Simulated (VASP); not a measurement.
# Ag (P6_3/mmc) in VASP: notebook

Runs on Ag. Level: PBEsol. Tasks: single point.

All numbers are computed with VASP 6.6.1; they aren't measurements. Logs are shortened: lines on timing, memory, paths and dates and some standing lists are left out, and cuts for length are marked.

### 1 The cell of the first run

It takes space group P6_3/mmc (No. 194, hexagonal). The conventional cell has a = 2.877 Å, b = 2.877 Å, c = 4.665 Å, α = 90.00°, β = 90.00°, γ = 120.00°. Within 3.8 Å of Ag (site symmetry -6m2) lie 12 Ag at 2.86 to 2.88 Å.

### 2 Single point, PBEsol

INCAR reads:

```
SYSTEM = Ag
  ALGO = Normal
  EDIFF = 1E-6
  ENCUT = 520
  GGA = PS
  ISIF = 2
  ISMEAR = -1
  LASPH = .TRUE.
  LCHARG = .FALSE.
  LREAL = .FALSE.
  LWAVE = .FALSE.
  NBANDS = 18
  NELM = 80
  PREC = Accurate
  SIGMA = 0.1
```

KPOINTS reads:

```
k-points
0
G
  12 12 7
  0 0 0
```

POSCAR reads:

```
Ag
1.0
    2.8767343382      0.0000000000      0.0000000000
   -1.4383671691      2.4913250168      0.0000000000
    0.0000000000      0.0000000000      4.6650358030
Ag
2
Direct
    0.3333333333      0.6666666667      0.2500000000
    0.6666666667      0.3333333333      0.7500000000
```

Potentials or basis: VASP PAW PBE potentials, release 64 (Ag).

Command:

```bash
cat potpaw_PBE.64/Ag/POTCAR > POTCAR
mpirun -np 1 vasp_std > vasp.out
```

OUTCAR:

```text
SYSTEM = Ag
   EDIFF = 1E-6
   ENCUT = 520
   GGA = PS
   ISIF = 2
   ISMEAR = -1
   LASPH = .TRUE.
   LREAL = .FALSE.
   NELM = 80
   PREC = Accurate

 ion  position               nearest neighbor table
   1  0.333  0.667  0.250-   2 2.86   2 2.86   2 2.86   2 2.86   2 2.86   2 2.86
   2  0.667  0.333  0.750-   1 2.86   1 2.86   1 2.86   1 2.86   1 2.86   1 2.86

  LATTYP: Found a hexagonal cell.
 ALAT       =     2.8767343382
 C/A-ratio  =     1.6216428959

  Lattice vectors:

 A1 = (   2.8767343382,   0.0000000000,   0.0000000000)
 A2 = (  -1.4383671691,   2.4913250168,   0.0000000000)
 A3 = (   0.0000000000,   0.0000000000,   4.6650358030)

Analysis of symmetry for initial positions (statically):
=====================================================================
 Subroutine PRICEL returns:
 Original cell was already a primitive cell.

 Routine SETGRP: Setting up the symmetry group for a
 hexagonal supercell.

 Subroutine GETGRP returns: Found 24 space group operations
 (whereof 12 operations were pure point group operations)
 out of a pool of 24 trial point group operations.

The static configuration has the point symmetry D_3d.
 The point group associated with its full space group is D_6h.

Analysis of symmetry for dynamics (positions and initial velocities):
=====================================================================
 Subroutine PRICEL returns:
 Original cell was already a primitive cell.

 Routine SETGRP: Setting up the symmetry group for a
 hexagonal supercell.

 Subroutine GETGRP returns: Found 24 space group operations
 (whereof 12 operations were pure point group operations)
 out of a pool of 24 trial point group operations.

The dynamic configuration has the point symmetry D_3d.
 The point group associated with its full space group is D_6h.

 Subroutine INISYM returns: Found 24 space group operations
 (whereof 12 operations are pure point group operations),
 and found     1 'primitive' translations

----------------------------------------------------------------------------------------

                                     Primitive cell

  volume of cell :      33.4338

  direct lattice vectors                    reciprocal lattice vectors
     2.876734338  0.000000000  0.000000000     0.347616388  0.200696415  0.000000000
    -1.438367169  2.491325017  0.000000000     0.000000000  0.401392830  0.000000000
     0.000000000  0.000000000  4.665035803     0.000000000  0.000000000  0.214360627

  length of vectors
[... 81 lines left out ...]
   NELM   =     80;   NELMIN=  2; NELMDL= -5     # of ELM steps
   EDIFF  = 0.1E-05   stopping-criterion for ELM
   LREAL  =      F    real-space projection
   EDIFFG = 0.1E-04   stopping-criterion for IOM
   NSW    =      0    number of steps for IOM
   IBRION =     -1    ionic relax: 0-MD 1-quasi-New 2-CG
   NFREE  =      0    steps in history (QN), initial steepest desc. (CG)
   ISIF   =      2    stress and relaxation
   ISYM   =      2    0-nonsym 1-usesym 2-fastsym
   POTIM  = 0.5000    time-step for ionic-motion
   TEBEG  =    0.0;   TEEND  =   0.0 temperature during run
   PSTRESS=    0.0 pullay stress
   NELECT =      22.0000    total number of electrons
   NUPDOWN=      -1.0000    fix difference up-down
   EMIN   =  10.00;   EMAX   =-10.00  energy-range for DOS
   EFERMI =   0.00;   METHOD = LEGACY
   ISMEAR =    -1;   SIGMA  =   0.10  broadening in eV -4-tet -1-fermi 0-gaus
   EFERMI_NEDOS =   21; number of points for ismear=-14 and -15
   IALGO  =     38    algorithm
   IMIX   =      4    mixing-type and parameters
     AMIX     =   0.40;   BMIX     =  1.00
     AMIX_MAG =   1.60;   BMIX_MAG =  1.00
  volume/ion in A,a.u.               =      16.72       112.81
  Fermi-wavevector in a.u.,A,eV,Ry     =   1.423926  2.690830 27.586691  2.027565
  Thomas-Fermi vector in A             =   2.544471
   LORBIT       =      0    0 simple, 1 ext, 2 COOP (PROOUT), +10 PAW based schemes
   GGA     = PS    functional components
   LHFCALC =     F    Hartree Fock is set to
   AEXX    =    0.0000 exact exchange contribution
   IVDW    =     0    specifies the selected vdW correction
   LEPSILON=     F    determine dielectric tensor
   LRPA    =     F    only Hartree local field effects (RPA)
 non-spin polarized calculation
  energy-cutoff  :      520.00
  volume of cell :       33.43
 maximum number of plane-waves:       917
 NGX is ok and might be reduce to    24
   NGX = 11   NGY = 11   NGZ = 17

 number of electron      21.9999997 magnetization

 Free energy of the ion-electron system (eV)
  ---------------------------------------------------
  ext. energy  EPLUGINS =         0.00000000
  ---------------------------------------------------
  free energy    TOTEN  =        -6.60597663 eV

  energy without entropy =       -6.58317687  energy(sigma->0) =       -6.59457675

 E-fermi :   8.4874     XC(G=0): -12.5290

 val. band max:        8.4819471244   @ k =   0.0833   0.0833   0.1429
 cond. band min:       8.5017129412   @ k =   0.2500   0.1667   0.4286
 fundamental gap:      0.0197658169
 Fermi energy:         8.4873832786

 k-point     1 :       0.0000    0.0000    0.0000
  band No.  band energies     occupation
      1       0.5309      2.00000
      2       1.9958      2.00000
      3       3.6924      2.00000
      4       3.7647      2.00000
      5       3.7647      2.00000
      6       4.0219      2.00000
[... 481 lines left out ...]
      5       3.8493      2.00000
      6       3.9773      2.00000
[... 10 lines left out ...]
     17      23.5773      0.00000
     18      25.3699      0.00000

 [... further k-points ...]

------------------------ aborting loop because EDIFF is reached ----------------------------------------

  FORCE on cell =-STRESS in cart. coord.  units (eV):
  Direction    XX          YY          ZZ          XY          YZ          ZX
  --------------------------------------------------------------------------------------
  -------------------------------------------------------------------------------------
  Total       -0.0437238     -0.0437238     -0.0488070      0.0000000      0.0000000      0.0000000
  in kB       -2.0952880     -2.0952880     -2.3388799      0.0000000      0.0000000      0.0000000
  external PRESSURE =      -2.1764853 kB  Pullay stress =       0.0000000 kB

 VOLUME and BASIS-vectors are now :
 -----------------------------------------------------------------------------
  energy-cutoff  :      520.00
  volume of cell :       33.43
      direct lattice vectors                 reciprocal lattice vectors
     2.876734338  0.000000000  0.000000000     0.347616388  0.200696415  0.000000000
    -1.438367169  2.491325017  0.000000000     0.000000000  0.401392830  0.000000000
     0.000000000  0.000000000  4.665035803     0.000000000  0.000000000  0.214360627

 POSITION                                       TOTAL-FORCE (eV/Angst)
 -----------------------------------------------------------------------------------
     -0.00000      1.66088      1.16626        -0.000000      0.000000      0.000000
      1.43837      0.83044      3.49878         0.000000     -0.000000     -0.000000
 -----------------------------------------------------------------------------------
    total drift:                               -0.000000      0.000000     -0.000000

  FREE ENERGIE OF THE ION-ELECTRON SYSTEM (eV)
  ---------------------------------------------------
  free  energy   TOTEN  =        -6.6059766320 eV

  energy  without entropy=       -6.5831768672  energy(sigma->0) =       -6.59457675
```

OSZICAR:

```text
N       E                     dE             d eps       ncg     rms          rms(c)
DAV:   1     0.122900449793E+03    0.12290E+03   -0.11812E+04  2744   0.122E+03
DAV:   2    -0.530208786122E+01   -0.12820E+03   -0.12216E+03  2828   0.269E+02
DAV:   3    -0.730623726975E+01   -0.20041E+01   -0.19977E+01  3114   0.377E+01
DAV:   4    -0.731232667692E+01   -0.60894E-02   -0.60886E-02  3088   0.206E+00
DAV:   5    -0.731237398618E+01   -0.47309E-04   -0.47308E-04  3020   0.192E-01    0.829E+00
DAV:   6    -0.663486910847E+01    0.67750E+00   -0.16370E+00  2846   0.139E+01    0.496E+00
DAV:   7    -0.661398781381E+01    0.20881E-01   -0.18488E-02  3010   0.129E+00    0.276E+00
DAV:   8    -0.660595806498E+01    0.80297E-02   -0.11126E-03  2886   0.278E-01    0.141E-01
DAV:   9    -0.660597119863E+01   -0.13134E-04   -0.18510E-05  3124   0.331E-02    0.215E-02
DAV:  10    -0.660597708178E+01   -0.58832E-05   -0.33386E-06  3016   0.177E-02    0.742E-03
DAV:  11    -0.660597663199E+01    0.44979E-06   -0.77011E-08  1518   0.232E-03
   1 F= -.66059766E+01 E0= -.65945767E+01  d E =-.227998E-01
```

stdout:

```text
POSCAR found type information on POSCAR Ag
 POSCAR found :  1 types and       2 ions
 scaLAPACK will be used
 -----------------------------------------------------------------------------
|                                                                             |
|                                                                             |
|     You enforced a specific xc type in the INCAR file but a different       |
|     I HOPE YOU KNOW WHAT YOU ARE DOING!                                     |
|                                                                             |
 -----------------------------------------------------------------------------

 LDA part: xc-table for (Slater+PW92), standard interpolation
 POSCAR, INCAR and KPOINTS ok, starting setup
 FFT: planning ... GRIDC
 FFT: planning ... GRID_SOFT
 FFT: planning ... GRID
 WAVECAR not read
 entering main loop
```

Run time: 22 s. Hardware: 1 thread of Intel Xeon 6975P-C, shared host; peak memory 0.18 GiB.

Results:

```yaml
Free_energy: -6.6060 eV
Pressure: -0.2 GPa
Band_gap_on_the_k_mesh: zero (band 11 reaches 12.49 eV, above the bottom of band 12 at 5.21 eV)
```

Caveat: the PAW data sets were made with another functional, which shifts forces and pressure a little.

### 3 Single point, PBEsol (volume scaled by 0.88)

INCAR reads:

```
PREC = Accurate
ENCUT = 520
EDIFF = 1E-6
ISMEAR = -1
SIGMA = 0.1
LREAL = False
LASPH = True
NELM = 60
ALGO = Normal
ISIF = 2
LWAVE = False
LCHARG = False
GGA = PS
NBANDS = 18
```

KPOINTS reads:

```
Automatic mesh
0
Gamma
  14 14 8
```

POSCAR reads:

```
Ag
1.0
    2.7567284063      0.0000000000      0.0000000000
   -1.3783642032      2.3873968312      0.0000000000
    0.0000000000      0.0000000000      4.4704290361
Ag
2
Direct
    0.3333333333      0.6666666667      0.2500000000
    0.6666666667      0.3333333333      0.7500000000
```

Potentials or basis: VASP PAW PBE potentials, release 64 (Ag).

Command:

```bash
cat potpaw_PBE.64/Ag/POTCAR > POTCAR
mpirun -np 1 vasp_std > vasp.out
```

Run time: 43 s. Hardware: 1 thread of Intel Xeon 6975P-C, shared host; peak memory 0.19 GiB.

Results (log left out):

```
Free energy            : -6.3854 eV
Pressure               : 20.9 GPa
Band gap on the k mesh : zero (band 11 reaches 14.48 eV, above the bottom of band 12 at 6.88 eV)
```

Stress tensor (GPa, compression positive):
```
20.32  0.00  0.00
 0.00 20.32  0.00
 0.00  0.00 22.21
```

Levels at points of the mesh, in eV from the Fermi level:
| k point | band 7 | band 8 | band 9 | band 10 | band 11 | band 12 | band 13 | band 14 | band 15 | band 16 |
| --- | --- | --- | --- | --- | --- | --- | --- | --- | --- | --- |
| (0.00, 0.00, 0.00) | -4.88 | -4.47 | -4.47 | -3.11 | -3.11 | -0.77 | 4.64 | 15.95 | 18.23 | 18.52 |
| (0.50, 0.00, 0.00) | -4.21 | -2.96 | -2.84 | -2.77 | 0.12 | 1.96 | 7.68 | 7.91 | 10.88 | 11.32 |
| (0.00, 0.00, 0.50) | -5.11 | -5.11 | -3.52 | -3.52 | -3.52 | -3.52 | 12.49 | 12.49 | 16.42 | 16.42 |
| (0.50, 0.00, 0.50) | -3.22 | -3.22 | -2.84 | -2.84 | 0.59 | 0.59 | 5.56 | 5.56 | 14.82 | 14.82 |

Caveat: the PAW data sets were made with another functional, which shifts forces and pressure a little.
